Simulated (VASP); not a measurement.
# Si (Ibca) in VASP: a series of runs

The runs below take Si through single point, with PBE.

Program: VASP 6.6.1. These are calculated values, not measurements. Logs are shortened: lines on timing, memory, paths and dates and some standing lists are left out, and cuts for length are marked.

## (1) The cell of the first run

It takes space group Ibca (No. 73, orthorhombic). Conventional cell: a = 6.512 Å, b = 6.512 Å, c = 6.778 Å, α = 90.00°, β = 90.00°, γ = 90.00°. Si (site symmetry 1) has 4 Si at 2.32 to 2.41 Å within 3.1 Å.

## (2) Single point, PBE (17.96 Å³/atom)

INCAR

```
SYSTEM = Si
PREC = Accurate
ENCUT = 520
EDIFF = 1E-6
ISMEAR = 0
SIGMA = 0.15
LREAL = .False.
LASPH = .True.
NELM = 60
ALGO = Fast
ISIF = 2
LWAVE = .False.
LCHARG = .False.
GGA = PE
NBANDS = 26
```

KPOINTS

```
regular mesh
0
Gamma
  10 10 10
  0 0 0
```

POSCAR

```
Si
1.0
   -3.2557624653      3.2557624653      3.3892487264
    3.2557624653     -3.2557624653      3.3892487264
    3.2557624653      3.2557624653     -3.3892487264
Si
8
Direct
    0.2028545115      0.2028545115      0.2028545115
    0.5000000000      0.0000000000      0.2971454885
    0.2971454885      0.5000000000      0.0000000000
    0.0000000000      0.2971454885      0.5000000000
    0.7971454885      0.7971454885      0.7971454885
    0.5000000000      0.0000000000      0.7028545115
    0.7028545115      0.5000000000      0.0000000000
    0.0000000000      0.7028545115      0.5000000000
```

Potentials or basis: VASP PAW PBE potentials, release 64 (Si).

The run is started by

```bash
cat potpaw_PBE.64/Si/POTCAR > POTCAR
mpirun -np 1 vasp_std > vasp.out
```

OUTCAR:

```text
SYSTEM = Si
   PREC = Accurate
   ENCUT = 520
   EDIFF = 1E-6
   ISMEAR = 0
   LREAL = .False.
   LASPH = .True.
   NELM = 60
   ISIF = 2
   GGA = PE

 ion  position               nearest neighbor table
   1  0.203  0.203  0.203-   5 2.32   2 2.34   4 2.37   3 2.41
   2  0.500  0.000  0.297-   6 2.32   1 2.34   3 2.37   4 2.41
   3  0.297  0.500  0.000-   7 2.32   4 2.34   2 2.37   1 2.41
   4  0.000  0.297  0.500-   8 2.32   3 2.34   1 2.37   2 2.41
   5  0.797  0.797  0.797-   1 2.32   6 2.34   8 2.37   7 2.41
   6  0.500  0.000  0.703-   2 2.32   5 2.34   7 2.37   8 2.41
   7  0.703  0.500  0.000-   3 2.32   8 2.34   6 2.37   5 2.41
   8  0.000  0.703  0.500-   4 2.32   7 2.34   5 2.37   6 2.41

  LATTYP: Found a body centered tetragonal cell.
 ALAT       =     6.5115249306
 C/A-ratio  =     1.0410000000

  Lattice vectors:

 A1 = (  -3.2557624653,   3.2557624653,   3.3892487264)
 A2 = (   3.2557624653,  -3.2557624653,   3.3892487264)
 A3 = (   3.2557624653,   3.2557624653,  -3.3892487264)

Analysis of symmetry for initial positions (statically):
=====================================================================
 Subroutine PRICEL returns:
 Original cell was already a primitive cell.

 Routine SETGRP: Setting up the symmetry group for a
 body centered tetragonal supercell.

 Subroutine GETGRP returns: Found  8 space group operations
 (whereof  2 operations were pure point group operations)
 out of a pool of 16 trial point group operations.

The static configuration has the point symmetry S_2 .
 The point group associated with its full space group is D_2h.

Analysis of symmetry for dynamics (positions and initial velocities):
=====================================================================
 Subroutine PRICEL returns:
 Original cell was already a primitive cell.

 Routine SETGRP: Setting up the symmetry group for a
 body centered tetragonal supercell.

 Subroutine GETGRP returns: Found  8 space group operations
 (whereof  2 operations were pure point group operations)
 out of a pool of 16 trial point group operations.

The dynamic configuration has the point symmetry S_2 .
 The point group associated with its full space group is D_2h.

 Subroutine INISYM returns: Found  8 space group operations
[... 106 lines left out ...]
   LASPH  =      T    aspherical Exc in radial PAW
   ENCUT  =  520.0 eV  38.22 Ry    6.18 a.u.  10.63 10.63 10.63*2*pi/ulx,y,z
   NELM   =     60;   NELMIN=  2; NELMDL= -5     # of ELM steps
   EDIFF  = 0.1E-05   stopping-criterion for ELM
   LREAL  =      F    real-space projection
   EDIFFG = 0.1E-04   stopping-criterion for IOM
   NSW    =      0    number of steps for IOM
   IBRION =     -1    ionic relax: 0-MD 1-quasi-New 2-CG
   NFREE  =      0    steps in history (QN), initial steepest desc. (CG)
   ISIF   =      2    stress and relaxation
   ISYM   =      2    0-nonsym 1-usesym 2-fastsym
   POTIM  = 0.5000    time-step for ionic-motion
   TEBEG  =    0.0;   TEEND  =   0.0 temperature during run
   PSTRESS=    0.0 pullay stress
   NELECT =      32.0000    total number of electrons
   NUPDOWN=      -1.0000    fix difference up-down
   EMIN   =  10.00;   EMAX   =-10.00  energy-range for DOS
   EFERMI =   0.00;   METHOD = LEGACY
   ISMEAR =     0;   SIGMA  =   0.15  broadening in eV -4-tet -1-fermi 0-gaus
   EFERMI_NEDOS =   21; number of points for ismear=-14 and -15
   IALGO  =     68    algorithm
   IMIX   =      4    mixing-type and parameters
     AMIX     =   0.40;   BMIX     =  1.00
     AMIX_MAG =   1.60;   BMIX_MAG =  1.00
  volume/ion in A,a.u.               =      17.96       121.22
  Fermi-wavevector in a.u.,A,eV,Ry     =   0.992282  1.875141 13.396623  0.984624
  Thomas-Fermi vector in A             =   2.124083
   LORBIT       =      0    0 simple, 1 ext, 2 COOP (PROOUT), +10 PAW based schemes
   GGA     = PE    functional components
   LHFCALC =     F    Hartree Fock is set to
   AEXX    =    0.0000 exact exchange contribution
   IVDW    =     0    specifies the selected vdW correction
   LEPSILON=     F    determine dielectric tensor
   LRPA    =     F    only Hartree local field effects (RPA)
 non-spin polarized calculation
 RMM-DIIS sequential band-by-band and
 Gauss-broadening in eV      SIGMA  =   0.15
  energy-cutoff  :      520.00
  volume of cell :      143.70
 maximum number of plane-waves:      3909
 NGX is ok and might be reduce to    48
   NGX = 21   NGY = 21   NGZ = 21

 number of electron      32.0000000 magnetization

 Free energy of the ion-electron system (eV)
  ---------------------------------------------------
  ext. energy  EPLUGINS =         0.00000000
  ---------------------------------------------------
  free energy    TOTEN  =       -42.03092500 eV

  energy without entropy =      -42.02170868  energy(sigma->0) =      -42.02631684

 E-fermi :   7.2877     XC(G=0): -10.0334

 val. band max:        7.2862893810   @ k =   0.5000   0.5000   0.4000
 cond. band min:       7.3062985585   @ k =  -0.1000   0.5000   0.5000
 fundamental gap:      0.0200091776
 Fermi energy:         7.2876577614

 k-point     1 :       0.0000    0.0000    0.0000
  band No.  band energies     occupation
      1      -5.5258      2.00000
      2      -1.0736      2.00000
      3      -0.8837      2.00000
      4      -0.7999      2.00000
      5      -0.5213      2.00000
      6       0.7156      2.00000
[... 685 lines left out ...]
     25      12.2359      0.00000
     26      12.4499      0.00000

 [... further k-points ...]
[... 5 lines left out ...]
  --------------------------------------------------------------------------------------
  -------------------------------------------------------------------------------------
  Total        4.2683498      4.3533861     -1.3515592     -0.0000000      0.0000000      0.0000000
  in kB       47.5884689     48.5365511    -15.0687348     -0.0000000      0.0000000      0.0000000
  external PRESSURE =      27.0187617 kB  Pullay stress =       0.0000000 kB

 VOLUME and BASIS-vectors are now :
 -----------------------------------------------------------------------------
  energy-cutoff  :      520.00
  volume of cell :      143.70
      direct lattice vectors                 reciprocal lattice vectors
    -3.255762465  3.255762465  3.389248726     0.000000000  0.153573857  0.147525319
     3.255762465 -3.255762465  3.389248726     0.153573857  0.000000000  0.147525319
     3.255762465  3.255762465 -3.389248726     0.153573857  0.153573857  0.000000000

 POSITION                                       TOTAL-FORCE (eV/Angst)
 -----------------------------------------------------------------------------------
      0.66045      0.66045      0.68752         0.163298     -0.130950      0.200772
     -0.66045      2.59532      0.68752        -0.163298      0.130950      0.200772
      0.66045     -0.66045      2.70172         0.163298      0.130950     -0.200772
      2.59532      0.66045     -0.68752        -0.163298     -0.130950     -0.200772
      2.59532      2.59532      2.70172        -0.163298      0.130950     -0.200772
      0.66045      3.91621     -0.68752         0.163298     -0.130950     -0.200772
     -0.66045      0.66045      4.07677        -0.163298     -0.130950      0.200772
      3.91621     -0.66045      0.68752         0.163298      0.130950      0.200772
 -----------------------------------------------------------------------------------
    total drift:                               -0.000000     -0.000000     -0.000000

  FREE ENERGIE OF THE ION-ELECTRON SYSTEM (eV)
  ---------------------------------------------------
  free  energy   TOTEN  =       -42.0309249959 eV

  energy  without entropy=      -42.0217086805  energy(sigma->0) =      -42.02631684
```

OSZICAR:

```text
N       E                     dE             d eps       ncg     rms          rms(c)
DAV:   1     0.594962462280E+02    0.59496E+02   -0.12179E+04  8892   0.103E+03
DAV:   2    -0.379068541204E+02   -0.97403E+02   -0.89472E+02 10958   0.146E+02
DAV:   3    -0.426396346324E+02   -0.47328E+01   -0.46212E+01 11886   0.288E+01
DAV:   4    -0.427099403623E+02   -0.70306E-01   -0.70100E-01 11124   0.438E+00
DAV:   5    -0.427111507721E+02   -0.12104E-02   -0.12094E-02 11772   0.531E-01    0.963E+00
RMM:   6    -0.421875428568E+02    0.52361E+00   -0.36758E-01  9053   0.200E+00    0.574E+00
RMM:   7    -0.420363954789E+02    0.15115E+00   -0.57327E-01  9704   0.260E+00    0.707E-01
RMM:   8    -0.420305722290E+02    0.58232E-02   -0.68000E-02  9594   0.129E+00    0.197E-01
RMM:   9    -0.420308754063E+02   -0.30318E-03   -0.14743E-02 10949   0.551E-01    0.190E-01
RMM:  10    -0.420309385138E+02   -0.63108E-04   -0.27455E-03 10532   0.288E-01    0.739E-02
RMM:  11    -0.420309206459E+02    0.17868E-04   -0.62437E-04 10613   0.141E-01    0.404E-02
RMM:  12    -0.420309282055E+02   -0.75596E-05   -0.90493E-05 11122   0.506E-02    0.338E-02
RMM:  13    -0.420309264559E+02    0.17496E-05   -0.19065E-05 10618   0.235E-02    0.146E-02
RMM:  14    -0.420309253350E+02    0.11209E-05   -0.38688E-06  8788   0.110E-02    0.627E-03
RMM:  15    -0.420309249959E+02    0.33906E-06   -0.96344E-07  6273   0.506E-03
   1 F= -.42030925E+02 E0= -.42026317E+02  d E =-.921632E-02
```

stdout:

```text
POSCAR found type information on POSCAR Si
 POSCAR found :  1 types and       8 ions
 scaLAPACK will be used
 LDA part: xc-table for (Slater+PW92), standard interpolation
 POSCAR, INCAR and KPOINTS ok, starting setup
 FFT: planning ... GRIDC
 FFT: planning ... GRID_SOFT
 FFT: planning ... GRID
 WAVECAR not read
 entering main loop
```

It took 20 min on 1 thread of Oxide Virtual Turin-like, shared host; peak memory 0.56 GiB.

What came out:

```yaml
Free_energy: -42.0309 eV
Pressure: 2.7 GPa
Largest_force: 0.290 eV/Å
Band_gap_on_the_k_mesh: zero (bands 16 and 17 overlap by 0.15 eV)
```

Forces on the atoms (eV/Å):
```
Si   0.163 -0.131  0.201
Si  -0.163  0.131  0.201
Si   0.163  0.131 -0.201
Si  -0.163 -0.131 -0.201
Si  -0.163  0.131 -0.201
Si   0.163 -0.131 -0.201
Si  -0.163 -0.131  0.201
Si   0.163  0.131  0.201
```

Caveat: the stress differs along the axes, from -2 to 5 GPa; semilocal functionals underestimate gaps, and a narrow one can read as zero.

## (3) Single point, PBE (17.96 Å³/atom)

INCAR

```
SYSTEM = Si
PREC     = Accurate       ! precision mode
ENCUT    = 520            ! plane-wave cutoff, eV
EDIFF    = 1E-7           ! SCF threshold, eV
ISMEAR   = 0              ! smearing method
SIGMA    = 0.15           ! smearing width, eV
LREAL    = .FALSE.        ! projectors in reciprocal space
LASPH    = .TRUE.         ! aspherical terms in the spheres
NELM     = 80             ! most SCF steps
ALGO     = Fast           ! electronic algorithm
ISIF     = 2              ! what is computed and relaxed
LWAVE    = .FALSE.        ! write WAVECAR
LCHARG   = .TRUE.         ! write CHGCAR
GGA      = PE             ! functional
LELF     = .TRUE.         ! ELF
LVHAR    = .TRUE.       
NBANDS   = 26             ! bands
```

KPOINTS

```
Automatic mesh
0
G
  10 10 10
  0 0 0
```

POSCAR, as its differences from that of step 2:

```diff
@@ -2,5 +2,5 @@
 1.0
-   -3.2557624653      3.2557624653      3.3892487264
-    3.2557624653     -3.2557624653      3.3892487264
-    3.2557624653      3.2557624653     -3.3892487264
+   -3.1696228573      3.1696228573      3.5759685076
+    3.1696228573     -3.1696228573      3.5759685076
+    3.1696228573      3.1696228573     -3.5759685076
 Si
```

Potentials or basis: VASP PAW PBE potentials, release 64 (Si).

The run is started by

```bash
cat potpaw_PBE.64/Si/POTCAR > POTCAR
mpirun -np 1 vasp_std > vasp.out
```

OUTCAR:

```text
SYSTEM = Si
   PREC = Accurate
   ENCUT = 520
   EDIFF = 1E-7
   ISMEAR = 0
   LREAL = .FALSE.
   LASPH = .TRUE.
   NELM = 80
   ISIF = 2
   GGA = PE

 ion  position               nearest neighbor table
   1  0.203  0.203  0.203-   2 2.28   5 2.33   4 2.38   3 2.48
   2  0.500  0.000  0.297-   1 2.28   6 2.33   3 2.38   4 2.48
   3  0.297  0.500  0.000-   4 2.28   7 2.33   2 2.38   1 2.48
   4  0.000  0.297  0.500-   3 2.28   8 2.33   1 2.38   2 2.48
   5  0.797  0.797  0.797-   6 2.28   1 2.33   8 2.38   7 2.48
   6  0.500  0.000  0.703-   5 2.28   2 2.33   7 2.38   8 2.48
   7  0.703  0.500  0.000-   8 2.28   3 2.33   6 2.38   5 2.48
   8  0.000  0.703  0.500-   7 2.28   4 2.33   5 2.38   6 2.48

  LATTYP: Found a body centered tetragonal cell.
 ALAT       =     6.3392457146
 C/A-ratio  =     1.1282000000

  Lattice vectors:

 A1 = (  -3.1696228573,   3.1696228573,   3.5759685076)
 A2 = (   3.1696228573,  -3.1696228573,   3.5759685076)
 A3 = (   3.1696228573,   3.1696228573,  -3.5759685076)

Analysis of symmetry for initial positions (statically):
[... 188 lines left out ...]

 E-fermi :   7.2512     XC(G=0): -10.0382

 val. band max:        7.2462087488   @ k =   0.5000   0.2000   0.0000
 cond. band min:       7.2624710746   @ k =   0.4000   0.1000   0.0000
 fundamental gap:      0.0162623258
 Fermi energy:         7.2511889759

 k-point     1 :       0.0000    0.0000    0.0000
  band No.  band energies     occupation
      1      -5.5465      2.00000
      2      -1.1487      2.00000
      3      -1.1031      2.00000
      4      -0.9078      2.00000
      5      -0.0826      2.00000
      6       0.5574      2.00000
[... 685 lines left out ...]
     25      12.2636      0.00000
     26      12.4547      0.00000

 [... further k-points ...]
[... 5 lines left out ...]
  --------------------------------------------------------------------------------------
  -------------------------------------------------------------------------------------
  Total        7.7946612      8.7308957     -8.0966210      0.0000000      0.0000000      0.0000000
  in kB       86.9038406     97.3420585    -90.2704347      0.0000000      0.0000000      0.0000000
  external PRESSURE =      31.3251548 kB  Pullay stress =       0.0000000 kB

 VOLUME and BASIS-vectors are now :
 -----------------------------------------------------------------------------
  energy-cutoff  :      520.00
  volume of cell :      143.70
      direct lattice vectors                 reciprocal lattice vectors
    -3.169622857  3.169622857  3.575968508     0.000000000  0.157747474  0.139822260
     3.169622857 -3.169622857  3.575968508     0.157747474  0.000000000  0.139822260
     3.169622857  3.169622857 -3.575968508     0.157747474  0.157747474  0.000000000

 POSITION                                       TOTAL-FORCE (eV/Angst)
 -----------------------------------------------------------------------------------
      0.64297      0.64297      0.72540         0.403164     -0.547627      0.408591
     -0.64297      2.52665      0.72540        -0.403164      0.547627      0.408591
      0.64297     -0.64297      2.85057         0.403164      0.547627     -0.408591
      2.52665      0.64297     -0.72540        -0.403164     -0.547627     -0.408591
      2.52665      2.52665      2.85057        -0.403164      0.547627     -0.408591
      0.64297      3.81260     -0.72540         0.403164     -0.547627     -0.408591
     -0.64297      0.64297      4.30137        -0.403164     -0.547627      0.408591
      3.81260     -0.64297      0.72540         0.403164      0.547627      0.408591
 -----------------------------------------------------------------------------------
    total drift:                               -0.000000     -0.000000     -0.000000

  FREE ENERGIE OF THE ION-ELECTRON SYSTEM (eV)
  ---------------------------------------------------
  free  energy   TOTEN  =       -41.4321856455 eV

  energy  without entropy=      -41.4157545193  energy(sigma->0) =      -41.42397008
```

stdout:

```text
POSCAR found type information on POSCAR Si
 POSCAR found :  1 types and       8 ions
 scaLAPACK will be used
 LDA part: xc-table for (Slater+PW92), standard interpolation
 POSCAR, INCAR and KPOINTS ok, starting setup
 FFT: planning ... GRIDC
 FFT: planning ... GRID_SOFT
 FFT: planning ... GRID
 WAVECAR not read
 entering main loop
```

Wall time 28 min (1 thread of Oxide Virtual Turin-like, shared host); peak memory 0.56 GiB.

Results:

* Free energy: -41.4322 eV
* Pressure: 3.1 GPa
* Largest force: 0.793 eV/Å
* Band gap on the k mesh: zero (bands 16 and 17 overlap by 0.52 eV)

Forces on the atoms (eV/Å):
```
Si   0.403 -0.548  0.409
Si  -0.403  0.548  0.409
Si   0.403  0.548 -0.409
Si  -0.403 -0.548 -0.409
Si  -0.403  0.548 -0.409
Si   0.403 -0.548 -0.409
Si  -0.403 -0.548  0.409
Si   0.403  0.548  0.409
```

Caveat: the stress differs along the axes, from -9 to 10 GPa; semilocal functionals underestimate gaps, and a narrow one can read as zero.

The gap in the log of VASP goes by the Fermi energy; the results here count the filled bands.